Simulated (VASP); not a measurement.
The system is Si2B.

```
CELL_PARAMETERS angstrom
4.34288 0.00000 0.00000
0.00000 4.34288 0.00000
0.00000 0.00000 4.34288
ATOMIC_POSITIONS crystal
Si 0.25000 0.25000 0.25000
Si 0.25000 0.75000 0.75000
Si 0.75000 0.75000 0.25000
Si 0.75000 0.25000 0.75000
B 0.00000 0.00000 0.00000
B 0.50000 0.50000 0.50000
```

* Program: VASP 6.6.1
* Task: relaxation of cell and atoms
* Functional: r2SCAN
* Potentials or basis: VASP PAW PBE potentials, release 64 (Si, B)
* Cutoff: 600 eV
* k mesh: 4 × 4 × 4
* Occupations: gaussian, width 0.1 eV
* Spin: no spin polarisation

At the start: pressure 16.1 GPa; volume 13.65 Å³/atom.

Q: How do energy, volume and symmetry change on relaxing?

A: Over 3 steps the energy falls by 87.2 meV/atom and the volume is 15.58 Å³/atom (+14.1 %); space group Pn-3m (No. 224, to 0.1 Å) before and after.

The path:
```csv
step,energy change (eV),largest force (eV/Å),pressure (GPa),volume (Å³)
1,0.0000,0.0000,16.08,81.91
2,-0.4295,0.0000,-4.95,99.25
3,-0.5233,0.0000,0.01,93.47
```

Final structure:
```cif
data_structure
_symmetry_space_group_name_H-M 'P 1'
_symmetry_Int_Tables_number 1
_cell_length_a 4.5383
_cell_length_b 4.5383
_cell_length_c 4.5383
_cell_angle_alpha 90.000
_cell_angle_beta 90.000
_cell_angle_gamma 90.000
_cell_volume 93.47
loop_
_atom_site_label
_atom_site_type_symbol
_atom_site_fract_x
_atom_site_fract_y
_atom_site_fract_z
_atom_site_occupancy
Si1 Si 0.25000 0.25000 0.25000 1
Si2 Si 0.25000 0.75000 0.75000 1
Si3 Si 0.75000 0.75000 0.25000 1
Si4 Si 0.75000 0.25000 0.75000 1
B1 B 0.00000 0.00000 0.00000 1
B2 B 0.50000 0.50000 0.50000 1
```

Caveat: the k points lie up to 0.35 Å⁻¹ apart in the final cell, too coarse for converged energies and pressures of a metal; the PAW data sets were made with another functional, which shifts forces and pressure a little.
